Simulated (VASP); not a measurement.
Here is a VASP 6.6.1 calculation.

INCAR

```
SYSTEM = Al3BN2
ALGO     = Normal         ! electronic algorithm
EDIFF    = 1E-6           ! SCF threshold, eV
ENCUT    = 520            ! plane-wave cutoff, eV
GGA      = PE             ! functional
ISIF     = 2              ! what is computed and relaxed
ISMEAR   = 0              ! smearing method
LASPH    = .TRUE.         ! aspherical terms in the spheres
LCHARG   = .FALSE.        ! write CHGCAR
LREAL    = .FALSE.        ! projectors in reciprocal space
LWAVE    = .FALSE.        ! write WAVECAR
NBANDS   = 34             ! bands
NELM     = 60             ! most SCF steps
PREC     = Accurate       ! precision mode
SIGMA    = 0.1            ! smearing width, eV
```

File KPOINTS:

```
k-points
0
G
  6 6 6
  0 0 0
```

Contents of POSCAR:

```
Al3BN2
1.0
    5.0199975086     -2.9081565274      0.0000000000
    5.0199975086      2.9081565274      0.0000000000
    0.0000000000      0.0000000000      4.8418417596
Al B N
6 2 4
Direct
    0.2239480057      0.7760519943      0.4070750747
    0.7760519943      0.2239480057      0.9070750747
    0.8518218937      0.5092797279      0.3879988319
    0.5092797279      0.8518218937      0.8879988319
    0.1481781063      0.4907202721      0.8879988319
    0.4907202721      0.1481781063      0.3879988319
    0.1386580055      0.8613419945      0.9556346314
    0.8613419945      0.1386580055      0.4556346314
    0.8149033212      0.5231496637      0.9931463149
    0.5231496637      0.8149033212      0.4931463149
    0.1850966788      0.4768503363      0.4931463149
    0.4768503363      0.1850966788      0.9931463149
```

Potentials or basis: VASP PAW PBE potentials, release 64 (Al, B, N).

Command:

```bash
$ cat potpaw_PBE.64/Al/POTCAR potpaw_PBE.64/B/POTCAR potpaw_PBE.64/N/POTCAR > POTCAR
$ mpirun -np 1 vasp_std > vasp.out
```

Estimate the pressure.

-0.2 GPa.

Estimate the largest force.

0.008 eV/Å.

What does it give for the band gap on the k mesh?

Zero (bands 22 and 23 overlap by 0.23 eV).

Forces in eV/Å, atoms in the order of the input:
```
Al   0.000 -0.001 -0.004
Al   0.000  0.001 -0.004
Al   0.005 -0.004 -0.005
Al   0.005  0.004 -0.005
Al  -0.005  0.004 -0.005
Al  -0.005 -0.004 -0.005
B    0.000 -0.004  0.003
B    0.000  0.004  0.003
N    0.003 -0.001  0.005
N    0.003  0.001  0.005
N   -0.003  0.001  0.005
N   -0.003 -0.001  0.005
```

Caveat: semilocal functionals underestimate gaps, and a narrow one can read as zero.
